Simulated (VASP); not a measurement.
# C in VASP: single point with PBEsol+D3(BJ)

Aim: the single point of C with PBEsol+D3(BJ).

Program: VASP 6.6.1. These are calculated values, not measurements. Logs are shortened: lines on timing, memory, paths and dates and some standing lists are left out, and cuts for length are marked.

## 1. The cell of the first run

The cell holds a slab with vacuum, 2 atoms: a = 2.458 Å, b = 2.458 Å, c = 20.832 Å, α = 90.00°, β = 90.00°, γ = 120.00°.

## 2. Single point, PBEsol+D3(BJ)

Input file INCAR:

```
SYSTEM = C
PREC     = Accurate       ! precision mode
ENCUT    = 520            ! plane-wave cutoff, eV
EDIFF    = 1E-6           ! SCF threshold, eV
ISMEAR   = 0              ! smearing method
SIGMA    = 0.04           ! smearing width, eV
LREAL    = .False.        ! projectors in reciprocal space
LASPH    = .True.         ! aspherical terms in the spheres
NELM     = 120            ! most SCF steps
ALGO     = Normal         ! electronic algorithm
ISIF     = 2              ! what is computed and relaxed
LWAVE    = .False.        ! write WAVECAR
LCHARG   = .False.        ! write CHGCAR
LDIPOL   = .True.       
IDIPOL   = 3            
DIPOL    = 0.5 0.5 0.681
GGA      = PS             ! functional
IVDW     = 12             ! dispersion correction
NBANDS   = 11             ! bands
GGA_COMPAT= .False.      
NELMDL   = -8
```

Input file KPOINTS:

```
regular mesh
0
Gamma
  15 15 1
  0 0 0
```

Input file POSCAR:

```
C
1.0
    2.4583702516      0.0000000000      0.0000000000
   -1.2291851258      2.1290110898      0.0000000000
    0.0000000000      0.0000000000     20.8318528111
C
2
Direct
    1.0000000000      0.0000000000      0.6805589944
    0.6666666667      0.3333333333      0.6805583067
```

Potentials or basis: VASP PAW PBE potentials, release 64 (C).

Started as:

```bash
cat potpaw_PBE.64/C/POTCAR > POTCAR
mpirun -np 1 vasp_std > vasp.out
```

OUTCAR:

```text
SYSTEM = C
   PREC = Accurate
   ENCUT = 520
   EDIFF = 1E-6
   ISMEAR = 0
   LREAL = .False.
   LASPH = .True.
   NELM = 120
   ISIF = 2
   GGA = PS
   IVDW = 12
   NELMDL = -8
 IVDW          = 12

 ion  position               nearest neighbor table
   1  0.000  0.000  0.681-   2 1.42   2 1.42   2 1.42
   2  0.667  0.333  0.681-   1 1.42   1 1.42   1 1.42

  LATTYP: Found a hexagonal cell.
 ALAT       =     2.4583702516
 C/A-ratio  =     8.4738467680

  Lattice vectors:

 A1 = (   2.4583702516,   0.0000000000,   0.0000000000)
 A2 = (  -1.2291851258,   2.1290110898,   0.0000000000)
 A3 = (   0.0000000000,   0.0000000000,  20.8318528111)

Analysis of symmetry for initial positions (statically):
=====================================================================
 Subroutine PRICEL returns:
 Original cell was already a primitive cell.

 Routine SETGRP: Setting up the symmetry group for a
 hexagonal supercell.

 Subroutine GETGRP returns: Found 24 space group operations
 (whereof  6 operations were pure point group operations)
 out of a pool of 24 trial point group operations.

The static configuration has the point symmetry C_3v.
 The point group associated with its full space group is D_6h.

Analysis of symmetry for dynamics (positions and initial velocities):
=====================================================================
 Subroutine PRICEL returns:
 Original cell was already a primitive cell.

 Routine SETGRP: Setting up the symmetry group for a
 hexagonal supercell.

 Subroutine GETGRP returns: Found 24 space group operations
 (whereof  6 operations were pure point group operations)
 out of a pool of 24 trial point group operations.

The dynamic configuration has the point symmetry C_3v.
 The point group associated with its full space group is D_6h.

 Subroutine INISYM returns: Found 24 space group operations
 (whereof  6 operations are pure point group operations),
 and found     1 'primitive' translations

----------------------------------------------------------------------------------------

                                     Primitive cell

  volume of cell :     109.0318

  direct lattice vectors                    reciprocal lattice vectors
     2.458370252  0.000000000  0.000000000     0.406773552  0.234850820  0.000000000
    -1.229185126  2.129011090  0.000000000     0.000000000  0.469701640  0.000000000
     0.000000000  0.000000000 20.831852811     0.000000000  0.000000000  0.048003411

  length of vectors
     2.458370252  2.458370252 20.831852811     0.469701640  0.469701640  0.048003411

  position of ions in fractional coordinates (direct lattice)
     0.000000000  0.000000000  0.680558994
     0.666666667  0.333333333  0.680558307

  ion indices of the primitive-cell ions
   primitive index   ion index
                 1           1
                 2           2

----------------------------------------------------------------------------------------

 KPOINTS: regular mesh

Automatic generation of k-mesh.
 Grid dimensions read from file:
 generate k-points for:   15   15    1

 Generating k-lattice:

  Cartesian coordinates                     Fractional coordinates (reciprocal lattice)
     0.027118237  0.015656721  0.000000000     0.066666667  0.000000000  0.000000000
     0.000000000  0.031313443  0.000000000     0.000000000  0.066666667  0.000000000
     0.000000000  0.000000000  0.048003411     0.000000000  0.000000000  1.000000000

  Length of vectors
     0.031313443  0.031313443  0.048003411

  Shift w.r.t. Gamma in fractional coordinates (k-lattice)
     0.000000000  0.000000000  0.000000000

 Subroutine IBZKPT returns following result:
 ===========================================

 Found     27 irreducible k-points:

 Following reciprocal coordinates:
            Coordinates               Weight
  0.000000  0.000000  0.000000      1.000000
  0.066667  0.000000  0.000000      6.000000
  0.133333  0.000000  0.000000      6.000000
  0.200000  0.000000  0.000000      6.000000
  0.266667  0.000000  0.000000      6.000000
  0.333333  0.000000  0.000000      6.000000
[... 16 lines left out ...]
  0.333333  0.200000  0.000000     12.000000
  0.400000  0.200000  0.000000      6.000000
 [... further k-points ...]
   k-points           NKPTS =     27   k-points in BZ     NKDIM =     27   number of bands    NBANDS=     11
   number of dos      NEDOS =    301   number of ions     NIONS =      2
   total plane-waves  NPLWV =  51840
   dimension x,y,z NGX =    18 NGY =   18 NGZ =  160
   dimension x,y,z NGXF=    36 NGYF=   36 NGZF=  320
   ions per type =               2
   NGX,Y,Z   is equivalent  to a cutoff of  12.17, 12.17, 12.77 a.u.
   NGXF,Y,Z  is equivalent  to a cutoff of  24.34, 24.34, 25.54 a.u.
 SYSTEM =  C
   PREC   = accura    normal or accurate (medium, high low for compatibility)
   ISTART =      0    job   : 0-new  1-cont  2-samecut
   ICHARG =      2    charge: 1-file 2-atom 10-const
   ISPIN  =      1    spin polarized calculation?
   LNONCOLLINEAR =      F non collinear calculations
   LSORBIT =      F    spin-orbit coupling
   LASPH  =      T    aspherical Exc in radial PAW
   ENCUT  =  520.0 eV  38.22 Ry    6.18 a.u.   4.57  4.57 38.73*2*pi/ulx,y,z
   NELM   =    120;   NELMIN=  2; NELMDL= -8     # of ELM steps
   EDIFF  = 0.1E-05   stopping-criterion for ELM
   LREAL  =      F    real-space projection
   EDIFFG = 0.1E-04   stopping-criterion for IOM
   NSW    =      0    number of steps for IOM
   IBRION =     -1    ionic relax: 0-MD 1-quasi-New 2-CG
   NFREE  =      0    steps in history (QN), initial steepest desc. (CG)
   ISIF   =      2    stress and relaxation
   ISYM   =      2    0-nonsym 1-usesym 2-fastsym
   POTIM  = 0.5000    time-step for ionic-motion
   TEBEG  =    0.0;   TEEND  =   0.0 temperature during run
   PSTRESS=    0.0 pullay stress
   NELECT =       8.0000    total number of electrons
   NUPDOWN=      -1.0000    fix difference up-down
   EMIN   =  10.00;   EMAX   =-10.00  energy-range for DOS
   EFERMI =   0.00;   METHOD = LEGACY
   ISMEAR =     0;   SIGMA  =   0.04  broadening in eV -4-tet -1-fermi 0-gaus
   EFERMI_NEDOS =   21; number of points for ismear=-14 and -15
   IALGO  =     38    algorithm
   IMIX   =      4    mixing-type and parameters
     AMIX     =   0.40;   BMIX     =  1.00
     AMIX_MAG =   1.60;   BMIX_MAG =  1.00
  volume/ion in A,a.u.               =      54.52       367.89
  Fermi-wavevector in a.u.,A,eV,Ry     =   0.685363  1.295148  6.390956  0.469722
  Thomas-Fermi vector in A             =   1.765282
   LORBIT       =      0    0 simple, 1 ext, 2 COOP (PROOUT), +10 PAW based schemes
   GGA     = PS    functional components
   LHFCALC =     F    Hartree Fock is set to
   AEXX    =    0.0000 exact exchange contribution
   IVDW    =    12    specifies the selected vdW correction
   LEPSILON=     F    determine dielectric tensor
   LRPA    =     F    only Hartree local field effects (RPA)
 non-spin polarized calculation
 Gauss-broadening in eV      SIGMA  =   0.04
  energy-cutoff  :      520.00
  volume of cell :      109.03
 maximum number of plane-waves:      2978
   NGX =  9   NGY =  9   NGZ = 77

 dipolmoment           0.000000      0.000000     -0.000002 electrons x Angstroem

 number of electron       7.9999998 magnetization

 dipolmoment           0.000000      0.000000      0.000023 electrons x Angstroem

 Free energy of the ion-electron system (eV)
  ---------------------------------------------------
  ext. energy  EPLUGINS =         0.00000000
  ---------------------------------------------------
  free energy    TOTEN  =       -19.28059233 eV

  energy without entropy =      -19.28019113  energy(sigma->0) =      -19.28039173

 E-fermi :  -2.8523     XC(G=0):  -2.1011

 val. band max:       -2.8522899276   @ k =   0.3333   0.3333   0.0000
 cond. band min:      -2.8522899065   @ k =   0.3333   0.3333   0.0000
 fundamental gap:      0.0000000211
 Fermi energy:        -2.8522899170

 k-point     1 :       0.0000    0.0000    0.0000
  band No.  band energies     occupation
      1     -22.4110      2.00000
      2     -10.5638      2.00000
      3      -5.8550      2.00000
      4      -5.8550      2.00000
      5       0.5218      0.00000
      6       1.3091      0.00000
      7       1.5420      0.00000
      8       2.4481      0.00000
      9       2.7846      0.00000
     10       4.3611      0.00000
     11       4.9137      0.00000

 k-point     2 :       0.0667    0.0000    0.0000
  band No.  band energies     occupation
      1     -22.3054      2.00000
      2     -10.4370      2.00000
      3      -6.2806      2.00000
      4      -6.0812      2.00000
      5       0.6649      0.00000
      6       1.4546      0.00000
      7       1.6890      0.00000
      8       2.5938      0.00000
      9       2.9300      0.00000
     10       4.5056      0.00000
     11       5.0523      0.00000

 k-point     3 :       0.1333    0.0000    0.0000
  band No.  band energies     occupation
      1     -21.9891      2.00000
      2     -10.0589      2.00000
      3      -7.4125      2.00000
      4      -6.6535      2.00000
      5       1.0944      0.00000
      6       1.8907      0.00000
      7       2.1302      0.00000
      8       3.0307      0.00000
      9       3.3662      0.00000
     10       4.9382      0.00000
     11       5.4212      0.00000
[... 267 lines left out ...]
 k-point    23 :       0.3333    0.2000    0.0000
  band No.  band energies     occupation
      1     -17.4475      2.00000
      2     -14.4984      2.00000
      3     -11.6028      2.00000
      4      -5.0274      2.00000
      5      -0.8053      0.00000
      6       7.4375      0.00000
      7       7.9388      0.00000
      8       8.1188      0.00000
      9       8.7469      0.00000
     10       9.1750      0.00000
     11       9.8938      0.00000

 k-point    24 :       0.4000    0.2000    0.0000
  band No.  band energies     occupation
      1     -16.4866      2.00000
      2     -15.5714      2.00000
      3     -11.7344      2.00000
      4      -4.3674      2.00000
      5      -1.5553      0.00000
      6       8.0418      0.00000
      7       8.4566      0.00000
      8       9.1907      0.00000
      9       9.4012      0.00000
     10      10.4592      0.00000
     11      10.7900      0.00000

 [... further k-points ...]

------------------------ aborting loop because EDIFF is reached ----------------------------------------

 vacuum level on the upper side and lower side of the slab       (xc-potential included)        -0.224        -0.230

 Edisp (eV)   -0.09826

 E8    (eV) :    -0.0506

  FORCE on cell =-STRESS in cart. coord.  units (eV):
  Direction    XX          YY          ZZ          XY          YZ          ZX
  --------------------------------------------------------------------------------------
  -------------------------------------------------------------------------------------
  Total       0.12491     0.12491    -0.01086     0.00000    -0.00000     0.00000
  in kB       1.83557     1.83557    -0.15963     0.00000    -0.00000     0.00000
  external pressure =        1.17 kB  Pullay stress =        0.00 kB

 VOLUME and BASIS-vectors are now :
 -----------------------------------------------------------------------------
  energy-cutoff  :      520.00
  volume of cell :      109.03
      direct lattice vectors                 reciprocal lattice vectors
     2.458370252  0.000000000  0.000000000     0.406773552  0.234850820  0.000000000
    -1.229185126  2.129011090  0.000000000     0.000000000  0.469701640  0.000000000
     0.000000000  0.000000000 20.831852811     0.000000000  0.000000000  0.048003411

 POSITION                                       TOTAL-FORCE (eV/Angst)
 -----------------------------------------------------------------------------------
      0.00000      0.00000     14.17730        -0.000000     -0.000000      0.000000
      1.22919      0.70967     14.17729         0.000000      0.000000     -0.000000
 -----------------------------------------------------------------------------------
    total drift:                                0.000000      0.000000      0.006330

  FREE ENERGIE OF THE ION-ELECTRON SYSTEM (eV)
  ---------------------------------------------------
  free  energy   TOTEN  =       -19.3788530736 eV

  energy  without entropy=      -19.3784518721  energy(sigma->0) =      -19.37865247

 vacuum level on the upper side and lower side of the slab         1.332         1.329
```

Run time: 91 s. Hardware: 1 thread of Intel Xeon 8259CL, shared host; peak memory 0.22 GiB.

What came out:

```yaml
Free_energy: -19.3789 eV
Band_gap_on_the_k_mesh: zero (filled and empty bands touch)
Dispersion_energy_per_atom: -0.049 eV
```

Caveat: the PAW data sets were made with another functional, which shifts forces and pressure a little.
